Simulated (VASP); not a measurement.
# MgW (P-6m2) in VASP: notebook

The runs below take MgW through relaxation of cell and atoms, with PBE.

All numbers are computed with VASP 6.6.1; they aren't measurements. Logs are shortened: lines on timing, memory, paths and dates and some standing lists are left out, and cuts for length are marked.

## Step 1: The cell of the first run

It takes space group P-6m2 (No. 187, hexagonal). Conventional cell: a = 3.104 Å, b = 3.104 Å, c = 4.731 Å, α = 90.00°, β = 90.00°, γ = 120.00°. Mg (site symmetry -6m2) has 6 W at 2.97 Å and 6 Mg at 3.10 Å within 3.9 Å. Within 3.9 Å of W (site symmetry -6m2) lie 6 Mg at 2.97 Å and 6 W at 3.10 Å.

The cell was generated, and may not be a known phase.

## Step 2: Relaxation of cell and atoms, PBE

INCAR

```
SYSTEM = MgW
  PREC = Accurate
  ENCUT = 600
  EDIFF = 1E-7
  ISMEAR = 0
  SIGMA = 0.1
  LREAL = .FALSE.
  LASPH = .TRUE.
  NELM = 80
  ALGO = Fast
  ISIF = 3
  LWAVE = .FALSE.
  LCHARG = .FALSE.
  GGA = PE
  IBRION = 2
  NSW = 90
  EDIFFG = -0.04
```

KPOINTS

```
regular mesh
0
G
  6 6 4
  0 0 0
```

POSCAR

```
MgW
1.0
    3.1038509200      0.0000000000      0.0000000000
   -1.5519254600      2.6880137500      0.0000000000
    0.0000000000      0.0000000000      4.7305975000
Mg W
1 1
Direct
    0.0000000000      0.0000000000      0.0000000000
    0.3333333300      0.6666666700      0.5000000000
```

Potentials or basis: VASP PAW PBE potentials, release 64 (Mg, W_sv).

Launch:

```sh
$ cat potpaw_PBE.64/Mg/POTCAR potpaw_PBE.64/W_sv/POTCAR > POTCAR
$ mpirun -np 1 vasp_std > vasp.out
```

OUTCAR:

```text
SYSTEM = MgW
   PREC = Accurate
   ENCUT = 600
   EDIFF = 1E-7
   ISMEAR = 0
   LREAL = .FALSE.
   LASPH = .TRUE.
   NELM = 80
   ISIF = 3
   GGA = PE
   IBRION = 2
   NSW = 90
   EDIFFG = -0.04

 ion  position               nearest neighbor table
   1  0.000  0.000  0.000-   2 2.97   2 2.97   2 2.97   2 2.97   2 2.97   2 2.97
   2  0.333  0.667  0.500-   1 2.97   1 2.97   1 2.97   1 2.97   1 2.97   1 2.97

  LATTYP: Found a hexagonal cell.
 ALAT       =     3.1038509200
 C/A-ratio  =     1.5241059000

  Lattice vectors:

 A1 = (   3.1038509200,   0.0000000000,   0.0000000000)
 A2 = (  -1.5519254600,   2.6880137500,   0.0000000000)
 A3 = (   0.0000000000,   0.0000000000,   4.7305975000)

Analysis of symmetry for initial positions (statically):
=====================================================================
 Subroutine PRICEL returns:
 Original cell was already a primitive cell.

 Routine SETGRP: Setting up the symmetry group for a
 hexagonal supercell.

 Subroutine GETGRP returns: Found 12 space group operations
 (whereof 12 operations were pure point group operations)
 out of a pool of 24 trial point group operations.

The static configuration has the point symmetry D_3h.

Analysis of symmetry for dynamics (positions and initial velocities):
=====================================================================
 Subroutine PRICEL returns:
 Original cell was already a primitive cell.

 Routine SETGRP: Setting up the symmetry group for a
 hexagonal supercell.

 Subroutine GETGRP returns: Found 12 space group operations
 (whereof 12 operations were pure point group operations)
 out of a pool of 24 trial point group operations.

The dynamic configuration has the point symmetry D_3h.

 Subroutine INISYM returns: Found 12 space group operations
 (whereof 12 operations are pure point group operations),
 and found     1 'primitive' translations

----------------------------------------------------------------------------------------

                                     Primitive cell

  volume of cell :      39.4683

  direct lattice vectors                    reciprocal lattice vectors
     3.103850920  0.000000000  0.000000000     0.322180422  0.186010953  0.000000000
    -1.551925460  2.688013750  0.000000000     0.000000000  0.372021907  0.000000000
     0.000000000  0.000000000  4.730597500     0.000000000  0.000000000  0.211389787

  length of vectors
     3.103850920  3.103850923  4.730597500     0.372021907  0.372021907  0.211389787

  position of ions in fractional coordinates (direct lattice)
     0.000000000  0.000000000  0.000000000
     0.333333330  0.666666670  0.500000000

  ion indices of the primitive-cell ions
   primitive index   ion index
                 1           1
                 2           2

----------------------------------------------------------------------------------------

 KPOINTS: regular mesh

Automatic generation of k-mesh.
 Grid dimensions read from file:
 generate k-points for:    6    6    4

 Generating k-lattice:

  Cartesian coordinates                     Fractional coordinates (reciprocal lattice)
     0.053696737  0.031001826  0.000000000     0.166666667  0.000000000  0.000000000
     0.000000000  0.062003651  0.000000000     0.000000000  0.166666667  0.000000000
     0.000000000  0.000000000  0.052847447     0.000000000  0.000000000  0.250000000

  Length of vectors
     0.062003651  0.062003651  0.052847447

  Shift w.r.t. Gamma in fractional coordinates (k-lattice)
     0.000000000  0.000000000  0.000000000

 Subroutine IBZKPT returns following result:
 ===========================================

 Found     21 irreducible k-points:

 Following reciprocal coordinates:
            Coordinates               Weight
  0.000000  0.000000  0.000000      1.000000
  0.166667  0.000000  0.000000      6.000000
  0.333333 -0.000000  0.000000      6.000000
  0.500000  0.000000  0.000000      3.000000
  0.166667  0.166667  0.000000      6.000000
  0.333333  0.166667  0.000000     12.000000
[... 13 lines left out ...]
  0.333333  0.166667  0.500000     12.000000
  0.333333  0.333333  0.500000      2.000000
   k-points           NKPTS =     21   k-points in BZ     NKDIM =     21   number of bands    NBANDS=     12
   number of dos      NEDOS =    301   number of ions     NIONS =      2
   total plane-waves  NPLWV =  31360
   dimension x,y,z NGX =    28 NGY =   28 NGZ =   40
   dimension x,y,z NGXF=    56 NGYF=   56 NGZF=   80
   ions per type =               1   1
   NGX,Y,Z   is equivalent  to a cutoff of  15.00, 15.00, 14.06 a.u.
   NGXF,Y,Z  is equivalent  to a cutoff of  29.99, 29.99, 28.11 a.u.
 SYSTEM =  MgW
   PREC   = accura    normal or accurate (medium, high low for compatibility)
   ISTART =      0    job   : 0-new  1-cont  2-samecut
   ICHARG =      2    charge: 1-file 2-atom 10-const
   ISPIN  =      1    spin polarized calculation?
   LNONCOLLINEAR =      F non collinear calculations
   LSORBIT =      F    spin-orbit coupling
   LASPH  =      T    aspherical Exc in radial PAW
   ENCUT  =  600.0 eV  44.10 Ry    6.64 a.u.   6.20  6.20  9.45*2*pi/ulx,y,z
   NELM   =     80;   NELMIN=  2; NELMDL= -5     # of ELM steps
   EDIFF  = 0.1E-06   stopping-criterion for ELM
   LREAL  =      F    real-space projection
   EDIFFG = -.4E-01   stopping-criterion for IOM
   NSW    =     90    number of steps for IOM
   IBRION =      2    ionic relax: 0-MD 1-quasi-New 2-CG
   NFREE  =      1    steps in history (QN), initial steepest desc. (CG)
   ISIF   =      3    stress and relaxation
   ISYM   =      2    0-nonsym 1-usesym 2-fastsym
   POTIM  = 0.5000    time-step for ionic-motion
   TEBEG  =    0.0;   TEEND  =   0.0 temperature during run
   PSTRESS=    0.0 pullay stress
   NELECT =      16.0000    total number of electrons
   NUPDOWN=      -1.0000    fix difference up-down
   EMIN   =  10.00;   EMAX   =-10.00  energy-range for DOS
   EFERMI =   0.00;   METHOD = LEGACY
   ISMEAR =     0;   SIGMA  =   0.10  broadening in eV -4-tet -1-fermi 0-gaus
   EFERMI_NEDOS =   21; number of points for ismear=-14 and -15
   IALGO  =     68    algorithm
   IMIX   =      4    mixing-type and parameters
     AMIX     =   0.40;   BMIX     =  1.00
     AMIX_MAG =   1.60;   BMIX_MAG =  1.00
  volume/ion in A,a.u.               =      19.73       133.17
  Fermi-wavevector in a.u.,A,eV,Ry     =   1.211617  2.289624 19.973569  1.468016
  Thomas-Fermi vector in A             =   2.347127
   LORBIT       =      0    0 simple, 1 ext, 2 COOP (PROOUT), +10 PAW based schemes
   GGA     = PE    functional components
   LHFCALC =     F    Hartree Fock is set to
   AEXX    =    0.0000 exact exchange contribution
   IVDW    =     0    specifies the selected vdW correction
   LEPSILON=     F    determine dielectric tensor
   LRPA    =     F    only Hartree local field effects (RPA)
 conjugate gradient relaxation of ions
 non-spin polarized calculation
 RMM-DIIS sequential band-by-band and
 Gauss-broadening in eV      SIGMA  =   0.10
  energy-cutoff  :      600.00
  volume of cell :       39.47
 maximum number of plane-waves:      1336
 NGX is ok and might be reduce to    28
   NGX = 13   NGY = 13   NGZ = 19

--------------------------------------- Ionic step        1  -------------------------------------------

 number of electron      16.0000001 magnetization

 Free energy of the ion-electron system (eV)
  ---------------------------------------------------
  ext. energy  EPLUGINS =         0.00000000
  ---------------------------------------------------
  free energy    TOTEN  =       -12.87856400 eV

  energy without entropy =      -12.86731903  energy(sigma->0) =      -12.87294151

------------------------ aborting loop because EDIFF is reached ----------------------------------------

  FORCE on cell =-STRESS in cart. coord.  units (eV):
  Direction    XX          YY          ZZ          XY          YZ          ZX
  --------------------------------------------------------------------------------------
  -------------------------------------------------------------------------------------
  Total       -5.5168449     -5.5168449      0.4167074      0.0000000     -0.0000000      0.0000000
  in kB     -223.9510066   -223.9510072     16.9158345      0.0000000     -0.0000000      0.0000000
  external PRESSURE =    -143.6620597 kB  Pullay stress =       0.0000000 kB

 VOLUME and BASIS-vectors are now :
 -----------------------------------------------------------------------------
  energy-cutoff  :      600.00
  volume of cell :       39.47
      direct lattice vectors                 reciprocal lattice vectors
     3.103850920  0.000000000  0.000000000     0.322180422  0.186010953  0.000000000
    -1.551925460  2.688013750  0.000000000     0.000000000  0.372021907  0.000000000
     0.000000000  0.000000000  4.730597500     0.000000000  0.000000000  0.211389787

 POSITION                                       TOTAL-FORCE (eV/Angst)
 -----------------------------------------------------------------------------------
      0.00000      0.00000      0.00000         0.000000      0.000000      0.000000
     -0.00000      1.79201      2.36530        -0.000000      0.000000      0.000000
 -----------------------------------------------------------------------------------
    total drift:                                0.000017     -0.000010      0.000000

  FREE ENERGIE OF THE ION-ELECTRON SYSTEM (eV)
  ---------------------------------------------------
  free  energy   TOTEN  =       -12.8785640018 eV
[... 233 lines left out ...]
 VOLUME and BASIS-vectors are now :
 -----------------------------------------------------------------------------
  energy-cutoff  :      600.00
  volume of cell :       34.91
      direct lattice vectors                 reciprocal lattice vectors
     2.862497723  0.000000000  0.000000000     0.349345256  0.201694577  0.000000000
    -1.431248862  2.478995749  0.000000000     0.000000000  0.403389155  0.000000000
     0.000000000 -0.000000000  4.919836209     0.000000000 -0.000000000  0.203258799

 POSITION                                       TOTAL-FORCE (eV/Angst)
 -----------------------------------------------------------------------------------
      0.00000     -0.00000      0.00000        -0.000000      0.000000     -0.000000
     -0.00000      1.65266      2.45992         0.000000     -0.000000      0.000000
 -----------------------------------------------------------------------------------
    total drift:                                0.000015     -0.000008      0.000000

  FREE ENERGIE OF THE ION-ELECTRON SYSTEM (eV)
  ---------------------------------------------------
  free  energy   TOTEN  =       -13.3930807991 eV

  energy  without entropy=      -13.3868472595  energy(sigma->0) =      -13.38996403

--------------------------------------- Ionic step        9  -------------------------------------------

 number of electron      16.0000002 magnetization

 Free energy of the ion-electron system (eV)
  ---------------------------------------------------
  ext. energy  EPLUGINS =         0.00000000
  ---------------------------------------------------
  free energy    TOTEN  =       -13.39329805 eV

  energy without entropy =      -13.38718972  energy(sigma->0) =      -13.39024388

 E-fermi :   6.6799     XC(G=0): -11.2772

 val. band max:        6.5604534130   @ k =   0.3333  -0.0000   0.5000
 cond. band min:       6.6981384996   @ k =   0.0000   0.0000   0.0000
 fundamental gap:      0.1376850866
 Fermi energy:         6.6799101730

 k-point     1 :       0.0000    0.0000    0.0000
  band No.  band energies     occupation
      1     -67.2038      2.00000
      2     -31.5579      2.00000
      3     -30.8553      2.00000
      4     -30.8553      2.00000
      5      -1.4923      2.00000
      6       2.4323      2.00000
      7       5.5614      2.00000
      8       6.6981      0.79657
      9       6.6981      0.79657
     10       9.4179      0.00000
     11       9.4179      0.00000
     12      10.3765      0.00000

 k-point     2 :       0.1667    0.0000    0.0000
  band No.  band energies     occupation
      1     -67.1871      2.00000
      2     -31.5277      2.00000
      3     -31.0720      2.00000
      4     -30.9058      2.00000
      5      -0.6403      2.00000
      6       3.2482      2.00000
      7       5.0343      2.00000
      8       5.9325      2.00000
      9       7.6300      0.00000
     10       9.0928      0.00000
     11       9.8186      0.00000
     12      10.6220      0.00000
[... 296 lines left out ...]
 VOLUME and BASIS-vectors are now :
 -----------------------------------------------------------------------------
  energy-cutoff  :      600.00
  volume of cell :       34.80
      direct lattice vectors                 reciprocal lattice vectors
     2.858213676  0.000000000  0.000000000     0.349868874  0.201996888  0.000000000
    -1.429106838  2.475285656  0.000000000     0.000000000  0.403993776  0.000000000
     0.000000000 -0.000000000  4.919023563     0.000000000 -0.000000000  0.203292378

 POSITION                                       TOTAL-FORCE (eV/Angst)
 -----------------------------------------------------------------------------------
     -1.42911      2.47529      0.00000         0.000000      0.000000      0.000000
     -0.00000      1.65019      2.45951        -0.000000     -0.000000     -0.000000
 -----------------------------------------------------------------------------------
    total drift:                                0.000015     -0.000008     -0.000000

  FREE ENERGIE OF THE ION-ELECTRON SYSTEM (eV)
  ---------------------------------------------------
  free  energy   TOTEN  =       -13.3932980502 eV

  energy  without entropy=      -13.3871897194  energy(sigma->0) =      -13.39024388

 reached required accuracy - stopping structural energy minimisation
```

It took 2.4 min on 1 thread of Intel Xeon 8259CL, shared host; peak memory 0.19 GiB.

What came out:

| Quantity | Value |
| --- | --- |
| Free energy | -13.3933 eV |
| Relaxed volume | 17.40 Å³/atom |
| Relaxed cell | a = 2.858 Å, b = 2.858 Å, c = 4.919 Å, α = 90.00°, β = 90.00°, γ = 120.00° |
| Space group after relaxing (to 0.1 Å) | P-6m2 (No. 187) |
| Energy gained by relaxing | 257.4 meV/atom |
| Ionic steps | 9 |
| Pressure after relaxing | 0.0 GPa |
| Band gap on the k mesh | zero (bands 8 and 9 overlap by 1.58 eV) |

The path:
```csv
step,energy change (eV),largest force (eV/Å),pressure (GPa),volume (Å³)
1,0.0000,0.0000,-14.37,39.47
2,-0.0703,0.0000,30.35,29.96
3,-0.4818,0.0000,2.55,34.02
4,-0.4824,0.0000,3.25,33.88
5,-0.5110,0.0000,-0.26,34.95
6,-0.5145,0.0000,0.49,34.68
7,-0.5145,0.0000,0.45,34.70
8,-0.5145,0.0000,-0.53,34.91
9,-0.5147,0.0000,-0.03,34.80
```

Final structure:
```
Mg W
1.0
     2.85821    0.00000    0.00000
    -1.42911    2.47529    0.00000
     0.00000    0.00000    4.91902
Mg W
1 1
Direct
  0.00000 0.00000 0.00000
  0.33333 0.66667 0.50000
```

Caveat: the k points lie up to 0.42 Å⁻¹ apart in the final cell, too coarse for converged energies and pressures of a metal; spin-orbit coupling is left out, which moves the levels of the heavy elements.

## Step 3: Relaxation of cell and atoms, PBE

This run uses another cell than the first one, of 17.39 Å³/atom.

INCAR

```
SYSTEM = MgW
ALGO = Fast
EDIFF = 1E-6
EDIFFG = -0.04
ENCUT = 600
GGA = PE
IBRION = 2
ISIF = 3
ISMEAR = 0
LASPH = .True.
LCHARG = .False.
LREAL = .False.
LWAVE = .False.
NELM = 100
NSW = 90
PREC = Accurate
SIGMA = 0.1
```

KPOINTS

```
k-points
0
Gamma
  9 9 4
  0 0 0
```

POSCAR

```
MgW
1.0
    2.8572929935      0.0000000000      0.0000000000
   -1.4286464967      2.4744883184      0.0000000000
    0.0000000000      0.0000000000      4.9178216144
Mg W
1 1
Direct
    0.0000000000      0.0000000000      0.0000000000
    0.3333333333      0.6666666667      0.5000000000
```

Potentials or basis: VASP PAW PBE potentials, release 64 (Mg, W_sv).

Launch:

```sh
$ cat potpaw_PBE.64/Mg/POTCAR potpaw_PBE.64/W_sv/POTCAR > POTCAR
$ mpirun -np 1 vasp_std > vasp.out
```

It took 37 s on 1 thread of Intel Xeon 8259CL, shared host; peak memory 0.18 GiB.

Results (log left out):

| Quantity | Value |
| --- | --- |
| Free energy | -13.4330 eV |
| Relaxed volume | 17.26 Å³/atom |
| Relaxed cell | a = 2.848 Å, b = 2.848 Å, c = 4.917 Å, α = 90.00°, β = 90.00°, γ = 120.00° |
| Space group after relaxing (to 0.1 Å) | P-6m2 (No. 187) |
| Energy gained by relaxing | 0.5 meV/atom |
| Ionic steps | 3 |
| Pressure after relaxing | 0.1 GPa |
| Band gap on the k mesh | zero (bands 8 and 9 overlap by 1.72 eV) |

Stress tensor (GPa, compression positive):
```
0.01 0.00 0.00
0.00 0.01 0.00
0.00 0.00 0.33
```

The path:
```csv
step,energy change (eV),largest force (eV/Å),pressure (GPa),volume (Å³)
1,0.0000,0.0000,-0.97,34.77
2,0.0004,0.0000,1.41,34.24
3,-0.0011,0.0000,0.12,34.53
```

Final structure:
```xyz
2
Lattice="2.8475 0.0000 0.0000 -1.4238 2.4660 0.0000 0.0000 0.0000 4.9169" Properties=species:S:1:pos:R:3 pbc="T T T"
Mg   -1.4238    2.4660    0.0000
W     0.0000    1.6440    2.4585
```

Levels at points of the mesh, in eV from the Fermi level:
```csv
k point,band 4,band 5,band 6,band 7,band 8,band 9,band 10,band 11,band 12
"(0.00, 0.00, 0.00)",-37.36,-8.12,-4.19,-1.05,0.13,0.13,2.94,2.94,3.81
"(0.00, 0.00, 0.50)",-37.36,-6.88,-5.77,-2.02,0.13,0.13,2.88,2.88,6.43
```

Caveat: spin-orbit coupling is left out, which moves the levels of the heavy elements.

The gap in the log of VASP goes by the Fermi energy; the results here count the filled bands.